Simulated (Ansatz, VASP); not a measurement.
# Two plane-wave programs on Te2Mo

INCAR

```
SYSTEM = Te2Mo
PREC = Accurate ; ENCUT = 520
EDIFF = 1E-7 ; ISMEAR = 0
SIGMA = 0.05 ; LREAL = .FALSE.
LASPH = .TRUE. ; NELM = 60
ALGO = Normal ; ISIF = 2
LWAVE = .FALSE. ; LCHARG = .FALSE.
LDIPOL = .TRUE. ; IDIPOL = 3
DIPOL = 0.5 0.5 0.500 ; GGA = PE
IVDW = 12 ; NBANDS = 20
```

File KPOINTS:

```
Automatic mesh
0
G
  27 27 1
  0 0 0
```

Contents of POSCAR:

```
Te2Mo
1.0
    3.5040030921      0.0000000000      0.0000000000
   -1.7520015461      3.0345556927      0.0000000000
    0.0000000000      0.0000000000     21.6338122454
Te Mo
2 1
Direct
    0.6666666667      0.3333333333      0.4160154437
    0.6666666667      0.3333333333      0.5839845563
    0.3333333333      0.6666666667      0.4999998305
```

Input for Ansatz:

```yaml
crystal:
  lattice:
    - [3.5040030921, 0.0, 0.0]
    - [-1.7520015461, 3.0345556927, 0.0]
    - [0.0, 0.0, 21.6338122454]
  atoms:
    - { symbol: Te, position: [0.6666666667, 0.3333333333, 0.4160154437] }
    - { symbol: Mo, position: [0.3333333333, 0.6666666667, 0.4999998305] }
    - { symbol: Te, position: [0.6666666667, 0.3333333333, 0.5839845563] }
basis:
  ecutwfc: 420.0
  fft_grid_basis: typed
kpoints:
  mp_grid: { grid: [27, 27, 1] }
hamiltonian:
  xc: pbe
  dispersion: d3bj
scf:
  occupations: { method: gaussian, width: 0.05 }
output:
  forces: true
  eigenvalues: true
  band_densities:
    - { e_range: [-2.6, -1.8] }
    - { e_range: [-1.8, -1.2] }
    - { e_range: [-1.2, -0.85] }
    - { e_range: [-0.85, 0.0] }
    - { e_range: [0.0, 0.85] }
    - { e_range: [0.85, 1.2] }
    - { e_range: [1.2, 1.8] }
    - { e_range: [1.8, 2.4] }
  band_residual_tolerance: 1.0e-05
  write_potential: true
  elf: true
  write_density: true
  volumetric_format: npy
efield:
  axis: 3
  dipole_correction: true
  ramp_width: 0.04
checkpoint:
  read: start.run
  write: ck
  compress: false
  write_wavefunctions: false
  write_every: 100000
```

Alike in both runs: task single point; functional PBE; dispersion D3(BJ); k mesh 27 × 27 × 1; occupations gaussian, width 0.05 eV; no spin polarisation.

```csv
,VASP,Ansatz
version,VASP 6.6.1,Ansatz 0.2.0
potentials or method,"VASP PAW PBE potentials, release 64 (Te, Mo_sv), cutoff 520 eV","scalar-relativistic, plane waves, PAW"
valence electrons in the cell,26,46
```

|  | VASP | Ansatz | Ansatz less VASP |
| --- | --- | --- | --- |
| gap on the k mesh at the Fermi level (eV) | 1.19 | 1.19 | +0.001 |
| rms of the force components (eV/Å) | 0.006 | 0.000 | -0.0059 |

VASP's potentials hold 26 valence electrons a cell and Ansatz's 46, so a difference there can come from the potentials and not from the codes. Ansatz's warnings: xc potential rough in thin density.

Spin-orbit coupling is off throughout.
